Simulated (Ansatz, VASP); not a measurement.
Ir in VASP and in Ansatz

```
CELL_PARAMETERS angstrom
2.73697 0.00000 0.00000
-1.36849 2.37029 0.00000
0.00000 0.00000 19.46945
ATOMIC_POSITIONS crystal
Ir 0.66667 0.33333 0.38847
Ir 0.33333 0.66667 0.50000
Ir 0.00000 0.00000 0.61153
```

Alike in both runs: functional PBE; k mesh 15 × 15 × 1; occupations gaussian, width 0.1 eV; no spin polarisation.

Ansatz relaxed the structure, and its values are those at the end. VASP's run is a single point on that final structure, the one shown.

|  | VASP | Ansatz |
| --- | --- | --- |
| version | VASP 6.6.1 | Ansatz 0.2.0 |
| potentials or method | VASP PAW PBE potentials, release 64 (Ir), cutoff 400 eV | scalar-relativistic, plane waves, PAW |
| valence electrons in the cell | 27 | 51 |

|  | VASP | Ansatz | Ansatz less VASP |
| --- | --- | --- | --- |
| gap on the k mesh at the Fermi level (eV) | none | none | - |
| rms of the force components (eV/Å) | 0.019 | 0.002 | -0.0173 |

A gap of «none» marks a metal or a gap that the smearing closes. VASP's potentials hold 27 valence electrons a cell and Ansatz's 51, so a difference there can come from the potentials and not from the codes.

Spin-orbit coupling is off throughout.
